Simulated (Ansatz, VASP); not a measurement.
# PbS in VASP and in Ansatz

```
Pb S
1.0
     4.08970    0.00000    0.00000
    -2.04485    3.54178    0.00000
     0.00000    0.00000    3.78817
Pb S
1 1
Direct
  0.00000 0.00000 0.00000
  0.66667 0.33333 0.50000
```

Alike in both runs: task single point; functional LDA; k mesh 6 × 6 × 6; occupations fermi-dirac, width 0.05 eV; no spin polarisation.

|  | VASP | Ansatz |
| --- | --- | --- |
| version | VASP 6.6.1 | Ansatz 0.2.0 |
| potentials or method | VASP PAW LDA potentials, release 64 (Pb_d, S), cutoff 500 eV | plane waves, PAW |
| valence electrons in the cell | 20 | 20 |

VASP gave:

* pressure (GPa): -4.5
* traceless stress, the component that is largest in VASP (GPa): -0.27

Task: Estimate Ansatz's values.

Result: Pressure (GPa): -4.5; traceless stress, the component that is largest in VASP (GPa): -0.30.

LDA's correlation is that of Perdew and Zunger in VASP and of Perdew and Wang (1992) in Ansatz. Ansatz's warnings: structure snapped to symmetry.

Neither program's run includes spin-orbit coupling.
